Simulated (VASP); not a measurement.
Set up this calculation in VASP 6.6.1, as the native input.

| Property | Result |
| --- | --- |
| Task | single point |
| Functional | r2SCAN |
| Potentials or basis | VASP PAW PBE potentials, release 64 (Si, C) |
| Cutoff | 520 eV |
| k mesh | 10 × 10 × 10 |
| Occupations | gaussian, width 0.01 eV |
| Spin | no spin polarisation |
| Dipole correction | no |
| Further INCAR settings | ALGO = Normal; EDIFF = 1e-06; NBANDS = 11 |

The system is SiC.

```
CELL_PARAMETERS angstrom
2.18906 2.18906 0.00000
-2.18906 2.18906 0.00000
0.00000 2.18906 2.17123
ATOMIC_POSITIONS crystal
Si 0.00000 0.00000 0.00000
C 0.75000 0.25000 0.50000
```

This cell differs from its parent crystal: in-plane strain +0.005, then relaxed in part.

One way to write it, as run:

POSCAR

```
SiC
1.0
    2.1890608799      2.1890608799      0.0000000000
   -2.1890608799      2.1890608799      0.0000000000
    0.0000000000      2.1890608799      2.1712265805
Si C
1 1
Direct
    0.0000000000      0.0000000000      0.0000000000
    0.7500000000      0.2500000000      0.5000000000
```

INCAR.step1

```
SYSTEM = SiC
PREC     = Accurate       ! precision mode
ENCUT    = 520            ! plane-wave cutoff, eV
ISMEAR   = 0              ! smearing method
SIGMA    = 0.01           ! smearing width, eV
LREAL    = .False.        ! projectors in reciprocal space
LASPH    = .True.         ! aspherical terms in the spheres
NELM     = 100            ! most SCF steps
NBANDS   = 11             ! bands
GGA      = PE             ! functional
ALGO     = Normal         ! electronic algorithm
EDIFF    = 1E-4           ! SCF threshold, eV
LWAVE    = .True.         ! write WAVECAR
LCHARG   = .False.        ! write CHGCAR
```

INCAR.step2

```
SYSTEM = SiC
PREC     = Accurate       ! precision mode
ENCUT    = 520            ! plane-wave cutoff, eV
EDIFF    = 1E-6           ! SCF threshold, eV
ISMEAR   = 0              ! smearing method
SIGMA    = 0.01           ! smearing width, eV
LREAL    = .False.        ! projectors in reciprocal space
LASPH    = .True.         ! aspherical terms in the spheres
NELM     = 100            ! most SCF steps
ALGO     = Normal         ! electronic algorithm
ISIF     = 2              ! what is computed and relaxed
LWAVE    = .False.        ! write WAVECAR
LCHARG   = .True.         ! write CHGCAR
METAGGA  = R2SCAN         ! meta-GGA
LMIXTAU  = .True.       
LELF     = .True.         ! ELF
LVHAR    = .True.       
NBANDS   = 11             ! bands
ISTART   = 1
```

KPOINTS

```
Automatic mesh
0
Gamma
  10 10 10
  0 0 0
```

Potentials or basis: VASP PAW PBE potentials, release 64 (Si, C).

Launch:

```bash
$ cat potpaw_PBE.64/Si/POTCAR potpaw_PBE.64/C/POTCAR > POTCAR
$ cp INCAR.step1 INCAR
$ mpirun -np 1 vasp_std > vasp.out
$ cp INCAR.step2 INCAR
$ mpirun -np 1 vasp_std > vasp.out
```

It gave:

| Item | Value |
| --- | --- |
| Pressure | -1.7 GPa |
| Band gap on the k mesh | 1.64 eV (least direct gap 5.04 eV) |

Caveat: the cell differs from its parent crystal (in-plane strain +0.005, then relaxed in part); the PAW data sets were made with another functional, which shifts forces and pressure a little.

Run time: 83 s on 1 thread of Intel Xeon 8259CL, with other jobs on the host, peak memory 0.15 GiB.
